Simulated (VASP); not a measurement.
A run of VASP 6.6.1 is set up as follows.

The input INCAR:

```
PREC     = Accurate       # precision mode
ENCUT    = 600            # plane-wave cutoff, eV
EDIFF    = 1E-6           # SCF threshold, eV
ISMEAR   = -1             # smearing method
SIGMA    = 0.02           # smearing width, eV
LREAL    = F              # projectors in reciprocal space
LASPH    = T              # aspherical terms in the spheres
NELM     = 120            # most SCF steps
ALGO     = Normal         # electronic algorithm
ISIF     = 2              # what is computed and relaxed
LWAVE    = F              # write WAVECAR
LCHARG   = F              # write CHGCAR
GGA      = PE             # functional
NBANDS   = 11             # bands
GGA_COMPAT= F
```

Contents of KPOINTS:

```
Automatic mesh
0
Gamma
  9 9 9
```

Contents of POSCAR:

```
MgO
1.0
    0.0000000000      2.1160000000      2.1160000000
    2.1160000000      0.0000000000      2.1160000000
    2.1160000000      2.1160000000      0.0000000000
Mg O
1 1
Direct
    0.0000000000      0.0000000000      0.0000000000
    0.5000000000      0.5000000000      0.5000000000
```

Potentials or basis: VASP PAW PBE potentials, release 64 (Mg, O).

Run with:

```console
$ cat potpaw_PBE.64/Mg/POTCAR potpaw_PBE.64/O/POTCAR > POTCAR
$ mpirun -np 1 vasp_std > vasp.out
```

(1) Predict the band gap on the k mesh.

(2) Estimate the pressure.

## Answers

(1) 4.59 eV, direct.

(2) 1.4 GPa.

**Measured values to compare with.**

From “Electronic structure of alkaline earth and post-transition metal oxides”, 2009, arxiv:0908.1581, for a bulk crystal of MgO: band gap 7.83 eV.

Measured gap of MgO: 7.83 eV (quoted in “Electronic structure of alkaline earth and post-transition metal oxides”, 2009, arxiv:0908.1581). This calculation gives 4.59 eV (-3.24 eV). The value is that of PBE, without temperature or zero-point motion. Semilocal functionals fall short of measured gaps as a rule.
